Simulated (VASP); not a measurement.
Si (a cell with a defect), 17 atoms in the cell. The cell holds a defect, 17 atoms: a = 7.679 Å, b = 7.679 Å, c = 7.679 Å, α = 60.00°, β = 60.00°, γ = 60.00°. 

| Item | Value |
| --- | --- |
| Program | VASP 6.6.1 |
| Task | single point |
| Functional | PBE |
| Potentials or basis | VASP PAW PBE potentials, release 64 (Si) |
| Cutoff | 520 eV |
| k mesh | 2 × 2 × 2 |
| Occupations | fermi-dirac, width 0.02 eV |
| Spin | no spin polarisation |
| Dipole correction | no |
| Further INCAR settings | LREAL = Auto; ALGO = Normal; EDIFF = 1e-07; NBANDS = 48 |

Potentials or basis: VASP PAW PBE potentials, release 64 (Si).

Run with:

```console
$ cat potpaw_PBE.64/Si/POTCAR > POTCAR
$ mpirun -np 1 vasp_std > vasp.out
```

Hardware: 1 thread of Intel Xeon 8259CL, on a shared host.

Task: How long does it take, and how much memory?

Result: Wall time 4.6 min on 1 thread of Intel Xeon 8259CL (shared host), peak memory 0.47 GiB. Counts: scf iterations 15, k points 8.
